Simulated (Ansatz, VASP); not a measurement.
Two plane-wave programs on V

```xyz
1
Lattice="-1.5130 1.5130 1.5130 1.5130 -1.5130 1.5130 1.5130 1.5130 -1.5130" Properties=species:S:1:pos:R:3 pbc="T T T"
V     0.0000    0.0000    0.0000
```

Alike in both runs: task single point; functional PBE; k mesh 6 × 6 × 6; collinear spin.

```csv
,VASP,Ansatz
version,VASP 6.6.1,Ansatz 0.2.0
potentials or method,"VASP PAW PBE potentials, release 64 (V_sv), cutoff 500 eV","scalar-relativistic, plane waves, PAW"
occupations,"methfessel-paxton of order 1, width 0.033 eV","cold, width 0.033 eV"
valence electrons in the cell,13,13
```

```csv
,VASP,Ansatz,Ansatz less VASP
gap on the k mesh at the Fermi level (eV),none,none,-
pressure (GPa),-3.8,-3.9,-0.08
net moment per atom (μB),0.64,0.64,0.000
size of the moment on the site where the two differ most (μB),0.50,0.48,-0.024
```

Site moments also hang on the region over which each program counts them. A gap of «none» marks a metal or a gap that the smearing closes. Ansatz's warnings: stability check not made.

The k mesh is coarse, so the values compare programs but aren't converged.
